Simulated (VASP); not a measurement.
# MoS2 (P6_3/mmc) in VASP: single point with r2SCAN

Aim: the single point of MoS2 with r2SCAN.

Everything below comes from runs of VASP 6.6.1. Logs are shortened: lines on timing, memory, paths and dates and some standing lists are left out, and cuts for length are marked.

**Experimental background.**

“Multiwavelength excitation Raman Scattering Analysis of bulk and 2 dimensional MoS2: Vibrational properties of atomically thin MoS2 layers”, 2015, arxiv:1506.03228 reports, for a bulk crystal of MoS2 at 300 K: band gap 1.3 eV (indirect).

The results are compared with them further down.

### 1 The cell of the first run

The structure is hexagonal, space group P6_3/mmc (No. 194). Conventional cell: a = 3.184 Å, b = 3.184 Å, c = 12.977 Å, α = 90.00°, β = 90.00°, γ = 120.00°. Mo (site symmetry -6m2) has 6 S at 2.41 Å and 6 Mo at 3.18 Å within 3.2 Å. Within 3.2 Å of S (site symmetry 3m) lie 3 Mo at 2.41 Å and 7 S at 3.11 to 3.18 Å.

### 2 Single point, r2SCAN

The input, POSCAR:

```
MoS2
1.0
    3.1844262810      0.0000000000      0.0000000000
   -1.5922131405      2.7577940559      0.0000000000
    0.0000000000      0.0000000000     12.9766291320
Mo S
2 4
Direct
    0.3333333333      0.6666666667      0.2500000000
    0.6666666667      0.3333333333      0.7500000000
    0.3333333333      0.6666666667      0.6303470903
    0.6666666667      0.3333333333      0.1303470903
    0.3333333333      0.6666666667      0.8696529097
    0.6666666667      0.3333333333      0.3696529097
```

The input, INCAR.step1:

```
PREC = Accurate ; ENCUT = 520
ISMEAR = 0 ; SIGMA = 0.01
LREAL = False ; LASPH = True
NELM = 60 ; NBANDS = 35
GGA = PE ; ALGO = Normal
EDIFF = 1E-4 ; LWAVE = True
LCHARG = False
```

The input, INCAR.step2:

```
PREC = Accurate ; ENCUT = 520
EDIFF = 1E-6 ; ISMEAR = 0
SIGMA = 0.01 ; LREAL = False
LASPH = True ; NELM = 60
ALGO = Normal ; ISIF = 2
LWAVE = False ; LCHARG = False
METAGGA = R2SCAN ; LMIXTAU = True
NBANDS = 35 ; ISTART = 1
```

The input, KPOINTS:

```
Automatic mesh
0
Gamma
  8 8 2
```

Potentials or basis: VASP PAW PBE potentials, release 64 (Mo_sv, S).

The run is started by

```
cat potpaw_PBE.64/Mo_sv/POTCAR potpaw_PBE.64/S/POTCAR > POTCAR
cp INCAR.step1 INCAR
mpirun -np 1 vasp_std > vasp.out
cp INCAR.step2 INCAR
mpirun -np 1 vasp_std > vasp.out
```

OUTCAR:

```text
PREC = Accurate
   ENCUT = 520
   EDIFF = 1E-6
   ISMEAR = 0
   LREAL = False
   LASPH = True
   NELM = 60
   ISIF = 2
   METAGGA = R2SCAN
   ISTART = 1

 ion  position               nearest neighbor table
   1  0.333  0.667  0.250-   4 2.41   6 2.41   4 2.41   6 2.41   4 2.41   6 2.41
   2  0.667  0.333  0.750-   3 2.41   5 2.41   3 2.41   5 2.41   3 2.41   5 2.41
   3  0.333  0.667  0.630-   2 2.41   2 2.41   2 2.41
   4  0.667  0.333  0.130-   1 2.41   1 2.41   1 2.41
   5  0.333  0.667  0.870-   2 2.41   2 2.41   2 2.41
   6  0.667  0.333  0.370-   1 2.41   1 2.41   1 2.41

  LATTYP: Found a hexagonal cell.
 ALAT       =     3.1844262810
 C/A-ratio  =     4.0750289022

  Lattice vectors:

 A1 = (   3.1844262810,   0.0000000000,   0.0000000000)
 A2 = (  -1.5922131405,   2.7577940559,   0.0000000000)
 A3 = (   0.0000000000,   0.0000000000,  12.9766291320)

Analysis of symmetry for initial positions (statically):
=====================================================================
 Subroutine PRICEL returns:
 Original cell was already a primitive cell.

 Routine SETGRP: Setting up the symmetry group for a
 hexagonal supercell.

 Subroutine GETGRP returns: Found 24 space group operations
 (whereof 12 operations were pure point group operations)
 out of a pool of 24 trial point group operations.

The static configuration has the point symmetry D_3d.
 The point group associated with its full space group is D_6h.

Analysis of symmetry for dynamics (positions and initial velocities):
=====================================================================
 Subroutine PRICEL returns:
 Original cell was already a primitive cell.

 Routine SETGRP: Setting up the symmetry group for a
 hexagonal supercell.

 Subroutine GETGRP returns: Found 24 space group operations
 (whereof 12 operations were pure point group operations)
 out of a pool of 24 trial point group operations.

The dynamic configuration has the point symmetry D_3d.
 The point group associated with its full space group is D_6h.

 Subroutine INISYM returns: Found 24 space group operations
 (whereof 12 operations are pure point group operations),
 and found     1 'primitive' translations

----------------------------------------------------------------------------------------

                                     Primitive cell

  volume of cell :     113.9607

  direct lattice vectors                    reciprocal lattice vectors
     3.184426281  0.000000000  0.000000000     0.314028309  0.181304329  0.000000000
    -1.592213140  2.757794056  0.000000000     0.000000000  0.362608657  0.000000000
     0.000000000  0.000000000 12.976629132     0.000000000  0.000000000  0.077061615

  length of vectors
     3.184426281  3.184426281 12.976629132     0.362608657  0.362608657  0.077061615

  position of ions in fractional coordinates (direct lattice)
     0.333333333  0.666666667  0.250000000
     0.666666667  0.333333333  0.750000000
     0.333333333  0.666666667  0.630347090
     0.666666667  0.333333333  0.130347090
     0.333333333  0.666666667  0.869652910
     0.666666667  0.333333333  0.369652910

  ion indices of the primitive-cell ions
   primitive index   ion index
                 1           1
                 2           2
                 3           3
                 4           4
                 5           5
                 6           6

----------------------------------------------------------------------------------------

 KPOINTS: Automatic mesh

Automatic generation of k-mesh.
 Grid dimensions read from file:
 generate k-points for:    8    8    2

 Generating k-lattice:

  Cartesian coordinates                     Fractional coordinates (reciprocal lattice)
     0.039253539  0.022663041  0.000000000     0.125000000 -0.000000000  0.000000000
     0.000000000  0.045326082  0.000000000     0.000000000  0.125000000  0.000000000
     0.000000000  0.000000000  0.038530808     0.000000000  0.000000000  0.500000000

  Length of vectors
     0.045326082  0.045326082  0.038530808

  Shift w.r.t. Gamma in fractional coordinates (k-lattice)
     0.000000000  0.000000000  0.000000000

 Subroutine IBZKPT returns following result:
 ===========================================

 Found     20 irreducible k-points:

 Following reciprocal coordinates:
            Coordinates               Weight
  0.000000  0.000000  0.000000      1.000000
  0.125000 -0.000000  0.000000      6.000000
  0.250000 -0.000000  0.000000      6.000000
  0.375000 -0.000000  0.000000      6.000000
  0.500000 -0.000000  0.000000      3.000000
  0.125000  0.125000  0.000000      6.000000
[... 12 lines left out ...]
  0.250000  0.250000  0.500000      6.000000
  0.375000  0.250000  0.500000      6.000000
   k-points           NKPTS =     20   k-points in BZ     NKDIM =     20   number of bands    NBANDS=     35
   number of dos      NEDOS =    301   number of ions     NIONS =      6
   total plane-waves  NPLWV =  56448
   dimension x,y,z NGX =    24 NGY =   24 NGZ =   98
   dimension x,y,z NGXF=    48 NGYF=   48 NGZF=  196
   ions per type =               2   4
   NGX,Y,Z   is equivalent  to a cutoff of  12.53, 12.53, 12.55 a.u.
   NGXF,Y,Z  is equivalent  to a cutoff of  25.06, 25.06, 25.11 a.u.
 SYSTEM =  unknown system
   PREC   = accura    normal or accurate (medium, high low for compatibility)
   ISTART =      1    job   : 0-new  1-cont  2-samecut
   ICHARG =      0    charge: 1-file 2-atom 10-const
   ISPIN  =      1    spin polarized calculation?
   LNONCOLLINEAR =      F non collinear calculations
   LSORBIT =      F    spin-orbit coupling
   LASPH  =      T    aspherical Exc in radial PAW
   ENCUT  =  520.0 eV  38.22 Ry    6.18 a.u.   5.92  5.92 24.13*2*pi/ulx,y,z
   NELM   =     60;   NELMIN=  2; NELMDL=  0     # of ELM steps
   EDIFF  = 0.1E-05   stopping-criterion for ELM
   LREAL  =      F    real-space projection
   EDIFFG = 0.1E-04   stopping-criterion for IOM
   NSW    =      0    number of steps for IOM
   IBRION =     -1    ionic relax: 0-MD 1-quasi-New 2-CG
   NFREE  =      0    steps in history (QN), initial steepest desc. (CG)
   ISIF   =      2    stress and relaxation
   ISYM   =      2    0-nonsym 1-usesym 2-fastsym
   POTIM  = 0.5000    time-step for ionic-motion
   TEBEG  =    0.0;   TEEND  =   0.0 temperature during run
   PSTRESS=    0.0 pullay stress
   NELECT =      52.0000    total number of electrons
   NUPDOWN=      -1.0000    fix difference up-down
   EMIN   =  10.00;   EMAX   =-10.00  energy-range for DOS
   EFERMI =   0.00;   METHOD = LEGACY
   ISMEAR =     0;   SIGMA  =   0.01  broadening in eV -4-tet -1-fermi 0-gaus
   EFERMI_NEDOS =   21; number of points for ismear=-14 and -15
   IALGO  =     38    algorithm
   IMIX   =      4    mixing-type and parameters
     AMIX     =   0.40;   BMIX     =  1.00
     AMIX_MAG =   1.60;   BMIX_MAG =  1.00
  volume/ion in A,a.u.               =      18.99       128.17
  Fermi-wavevector in a.u.,A,eV,Ry     =   1.260349  2.381715 21.612592  1.588481
  Thomas-Fermi vector in A             =   2.393863
   LORBIT       =      0    0 simple, 1 ext, 2 COOP (PROOUT), +10 PAW based schemes
   METAGGA = R2SCAN    functional components
   LHFCALC =     F    Hartree Fock is set to
   AEXX    =    0.0000 exact exchange contribution
   IVDW    =     0    specifies the selected vdW correction
   LEPSILON=     F    determine dielectric tensor
   LRPA    =     F    only Hartree local field effects (RPA)
 non-spin polarized calculation
 Gauss-broadening in eV      SIGMA  =   0.01
  energy-cutoff  :      520.00
  volume of cell :      113.96
 maximum number of plane-waves:      3096
 NGX is ok and might be reduce to    24
   NGX = 11   NGY = 11   NGZ = 49

 number of electron      51.9999999 magnetization

 Free energy of the ion-electron system (eV)
  ---------------------------------------------------
  ext. energy  EPLUGINS =         0.00000000
  ---------------------------------------------------
  free energy    TOTEN  =       -90.08468639 eV

  energy without entropy =      -90.08468639  energy(sigma->0) =      -90.08468639

 E-fermi :   6.5252     XC(G=0): -11.0468

 val. band max:        6.4822638586   @ k =   0.0000   0.0000   0.0000
 cond. band min:       7.8274886793   @ k =   0.2500   0.1250   0.0000
 fundamental gap:      1.3452248207
 Fermi energy:         6.5252088747

 k-point     1 :       0.0000    0.0000    0.0000
  band No.  band energies     occupation
      1     -56.8917      2.00000
      2     -56.8917      2.00000
      3     -30.3038      2.00000
      4     -30.3038      2.00000
      5     -30.0957      2.00000
      6     -30.0957      2.00000
[... 27 lines left out ...]
     34       9.1499      0.00000
     35      12.5833      0.00000

 k-point     2 :       0.1250   -0.0000    0.0000
  band No.  band energies     occupation
      1     -56.8857      2.00000
      2     -56.8857      2.00000
      3     -30.2918      2.00000
      4     -30.2918      2.00000
      5     -30.1554      2.00000
      6     -30.1554      2.00000
[... 27 lines left out ...]
     34       9.2639      0.00000
     35      13.5624      0.00000

 k-point     3 :       0.2500   -0.0000    0.0000
  band No.  band energies     occupation
      1     -56.8711      2.00000
      2     -56.8711      2.00000
      3     -30.2974      2.00000
      4     -30.2974      2.00000
      5     -30.2627      2.00000
      6     -30.2626      2.00000
[... 27 lines left out ...]
     34       9.9831      0.00000
     35      14.3465      0.00000
[... 571 lines left out ...]
 k-point    19 :       0.2500    0.2500    0.5000
  band No.  band energies     occupation
      1     -56.8504      2.00000
      2     -56.8504      2.00000
      3     -30.4202      2.00000
      4     -30.4202      2.00000
      5     -30.2631      2.00000
      6     -30.2631      2.00000
[... 27 lines left out ...]
     34      10.8313      0.00000
     35      13.9678      0.00000

 k-point    20 :       0.3750    0.2500    0.5000
  band No.  band energies     occupation
      1     -56.8461      2.00000
      2     -56.8461      2.00000
      3     -30.4250      2.00000
      4     -30.4250      2.00000
      5     -30.3087      2.00000
      6     -30.3087      2.00000
[... 27 lines left out ...]
     34      10.9530      0.00000
     35      13.3433      0.00000

------------------------ aborting loop because EDIFF is reached ----------------------------------------

  FORCE on cell =-STRESS in cart. coord.  units (eV):
  Direction    XX          YY          ZZ          XY          YZ          ZX
  --------------------------------------------------------------------------------------
  -------------------------------------------------------------------------------------
  Total        0.0511891      0.0511891      0.0006515     -0.0000000      0.0000000      0.0000000
  in kB        0.7196699      0.7196699      0.0091590     -0.0000000      0.0000000      0.0000000
  external PRESSURE =       0.4828330 kB  Pullay stress =       0.0000000 kB

 VOLUME and BASIS-vectors are now :
 -----------------------------------------------------------------------------
  energy-cutoff  :      520.00
  volume of cell :      113.96
      direct lattice vectors                 reciprocal lattice vectors
     3.184426281  0.000000000  0.000000000     0.314028309  0.181304329  0.000000000
    -1.592213140  2.757794056  0.000000000     0.000000000  0.362608657  0.000000000
     0.000000000  0.000000000 12.976629132     0.000000000  0.000000000  0.077061615

 POSITION                                       TOTAL-FORCE (eV/Angst)
 -----------------------------------------------------------------------------------
     -0.00000      1.83853      3.24416        -0.000000     -0.000000      0.000000
      1.59221      0.91926      9.73247         0.000000      0.000000      0.000000
     -0.00000      1.83853      8.17978        -0.000000      0.000000     -0.002335
      1.59221      0.91926      1.69147         0.000000      0.000000     -0.002335
     -0.00000      1.83853     11.28516        -0.000000     -0.000000      0.002335
      1.59221      0.91926      4.79685         0.000000     -0.000000      0.002335
 -----------------------------------------------------------------------------------
    total drift:                               -0.000000      0.000000     -0.000000

  FREE ENERGIE OF THE ION-ELECTRON SYSTEM (eV)
  ---------------------------------------------------
  free  energy   TOTEN  =       -90.0846863876 eV

  energy  without entropy=      -90.0846863876  energy(sigma->0) =      -90.08468639
```

It took 1.8 min on 1 thread of Intel Xeon 6975P-C (Granite Rapids), shared host; peak memory 0.26 GiB.

Results:

- Free energy: -90.0847 eV
- Pressure: 0.0 GPa
- Band gap on the k mesh: 1.35 eV, indirect (least direct gap 2.04 eV)

Forces in eV/Å, atoms in the order of the input:
```
Mo   0.000  0.000  0.000
Mo   0.000  0.000  0.000
S    0.000  0.000 -0.002
S    0.000  0.000 -0.002
S    0.000  0.000  0.002
S    0.000  0.000  0.002
```

Levels at points of the mesh, in eV from the valence-band top:
| k point | band 23 | band 24 | band 25 | band 26 | band 27 | band 28 | band 29 | band 30 |
| --- | --- | --- | --- | --- | --- | --- | --- | --- |
| (0.00, 0.00, 0.00) | -2.21 | -1.53 | -0.89 | 0.00 | 2.36 | 2.36 | 2.38 | 2.38 |
| (0.50, 0.00, 0.00) | -1.74 | -1.64 | -1.26 | -1.19 | 1.80 | 1.82 | 2.25 | 2.42 |
| (0.00, 0.00, 0.50) | -2.22 | -2.22 | -0.28 | -0.28 | 2.37 | 2.37 | 2.37 | 2.37 |
| (0.50, 0.00, 0.50) | -1.69 | -1.69 | -1.22 | -1.22 | 1.81 | 1.81 | 2.34 | 2.34 |

Caveat: the PAW data sets were made with another functional, which shifts forces and pressure a little.

### 3 Against experiment

Step 2. Against the measured gap of MoS2, 1.3 eV (indirect; 300 K; “Multiwavelength excitation Raman Scattering Analysis of bulk and 2 dimensional MoS2: Vibrational properties of atomically thin MoS2 layers”, 2015, arxiv:1506.03228), the calculated 1.35 eV is off by +0.05 eV. Spin-orbit coupling on Mo is left out. The value is that of r2SCAN on a finite k mesh, which can miss the band edges, without temperature or zero-point motion.
